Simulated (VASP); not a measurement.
Set up this calculation in VASP 6.6.1, as the native input.

```yaml
Task: single point
Functional: PBE
Potentials_or_basis: VASP PAW PBE potentials, release 64 (K_sv)
Cutoff: 520 eV
k_mesh: 9 × 9 × 9
Occupations: methfessel-paxton, width 0.03 eV
Spin: no spin polarisation
Dipole_correction: no
Further_INCAR_settings: ALGO = Normal; EDIFF = 1e-06; NBANDS = 10
```

The structure of K lies in POSCAR:

```
K
1.0
   -2.6417142217      2.6417142217      2.6417142217
    2.6417142217     -2.6417142217      2.6417142217
    2.6417142217      2.6417142217     -2.6417142217
K
1
Direct
    0.0000000000      0.0000000000      0.0000000000
```

One way to write it, as run:

INCAR

```
PREC     = Accurate       # precision mode
ENCUT    = 520            # plane-wave cutoff, eV
EDIFF    = 1E-6           # SCF threshold, eV
ISMEAR   = 1              # smearing method
SIGMA    = 0.03           # smearing width, eV
LREAL    = F              # projectors in reciprocal space
LASPH    = T              # aspherical terms in the spheres
NELM     = 100            # most SCF steps
ALGO     = Normal         # electronic algorithm
ISIF     = 2              # what is computed and relaxed
LWAVE    = F              # write WAVECAR
LCHARG   = T              # write CHGCAR
GGA      = PE             # functional
LELF     = T              # ELF
LVHAR    = T            
NBANDS   = 10             # bands
```

KPOINTS

```
regular mesh
0
Gamma
  9 9 9
```

Potentials or basis: VASP PAW PBE potentials, release 64 (K_sv).

Run with:

```console
$ cat potpaw_PBE.64/K_sv/POTCAR > POTCAR
$ mpirun -np 1 vasp_std > vasp.out
```

Results of the run:

```yaml
Pressure: 0.0 GPa
Band_gap_on_the_k_mesh: zero (an odd number of electrons rules out a gap without spin polarisation)
```

Wall time 36 s on 1 thread of AMD EPYC 7R13 (shared host), peak memory 0.17 GiB.
